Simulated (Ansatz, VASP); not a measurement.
**InBiO: VASP beside Ansatz**

```
CELL_PARAMETERS angstrom
4.31665 0.00000 0.00000
0.00000 4.31665 0.00000
0.00000 0.00000 6.95420
ATOMIC_POSITIONS crystal
In 0.50000 0.00000 0.11802
In 0.00000 0.50000 0.88198
Bi 0.50000 0.00000 0.54998
Bi 0.00000 0.50000 0.45002
O 0.00000 0.00000 0.00000
O 0.50000 0.50000 0.00000
```

Change from the starting cell: species swapped into the GdSF type (P4/nmm, No. 129).

Alike in both runs: functional PBE; k mesh 4 × 4 × 4; occupations gaussian, width 0.1 eV; no spin polarisation.

Ansatz relaxed the structure, and its values are those at the end. VASP's run is a single point on that final structure, the one shown.

|  | VASP | Ansatz |
| --- | --- | --- |
| version | VASP 6.6.1 | Ansatz 0.2.0 |
| potentials or method | VASP PAW PBE potentials, release 64 (In_d, Bi_d, O), cutoff 520 eV | scalar-relativistic, plane waves, PAW |
| valence electrons in the cell | 68 | 68 |

VASP gave:

- gap on the k mesh at the Fermi level (eV): none
- pressure (GPa): 0.0
- rms of the force components (eV/Å): 0.010

Question: Which values does Ansatz return?

Answer: gap on the k mesh at the Fermi level (eV): none; pressure (GPa): -0.1; rms of the force components (eV/Å): 0.008.

A gap of «none» marks a metal or a gap that the smearing closes. The functional is the same, so the differences come from potentials, cutoffs and numerics.

The k mesh is coarse, so the values compare programs but aren't converged. Neither program's run includes spin-orbit coupling.
